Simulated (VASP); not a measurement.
CrPb:

```
CELL_PARAMETERS angstrom
3.48585 0.00000 0.00000
0.00000 3.48585 0.00000
0.00000 0.00000 3.48585
ATOMIC_POSITIONS crystal
Cr 0.00000 0.00000 0.00000
Pb 0.50000 0.50000 0.50000
```

Base run:

* Program: VASP 6.6.1
* Functional: PBEsol
* Potentials or basis: VASP PAW PBE potentials, release 64 (Cr_pv, Pb_d)
* Cutoff: 520 eV
* k mesh: 12 × 12 × 12
* Occupations: gaussian, width 0.1 eV
* Spin: collinear spin, ferrimagnetic start
* Starting moments: [1.84, -0.12] μB
* Fixed moment: 1.5 μB

Its results: pressure -12.5 GPa; site moments Cr +1.65; Pb -0.13 μB.

Q: The run is repeated on the same cell with these changes: fixed moment from 1.5 μB to 3 μB; moments at the start from [1.84, -0.12] to [3.38, -0.14]. What comes out?

A: Pressure -5.5 GPa; site moments Cr +3.02; Pb -0.15 μB.

Caveats: the PAW data sets were made with another functional, which shifts forces and pressure a little; the total moment is fixed, so each spin has its own Fermi level.
